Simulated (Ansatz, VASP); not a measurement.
**Ba in VASP and in Ansatz**

```
CELL_PARAMETERS angstrom
6.43638 0.00000 0.00000
-3.21819 5.57407 0.00000
0.00000 0.00000 3.59664
ATOMIC_POSITIONS crystal
Ba 0.33333 0.66667 0.50000
Ba 0.66667 0.33333 0.50000
```

Change from the starting cell: strain -0.080 along x and y, -0.080 along z, atoms carried along.

Alike in both runs: task single point; functional PBE; k mesh 9 × 9 × 12; occupations gaussian, width 0.15 eV; no spin polarisation.

```csv
,VASP,Ansatz
version,VASP 6.6.1,Ansatz 0.2.0
potentials or method,"VASP PAW PBE potentials, release 64 (Ba_sv), cutoff 520 eV","scalar-relativistic, plane waves, PAW"
valence electrons in the cell,20,20
```

|  | VASP | Ansatz | Ansatz less VASP |
| --- | --- | --- | --- |
| gap on the k mesh at the Fermi level (eV) | none | none | - |
| pressure (GPa) | 1.3 | 1.1 | -0.21 |
| traceless stress, the component that is largest in VASP (GPa) | 0.59 | 0.50 | -0.090 |

A gap of «none» marks a metal or a gap that the smearing closes. The functional is the same, so the differences come from potentials, cutoffs and numerics.

Neither program's run includes spin-orbit coupling.
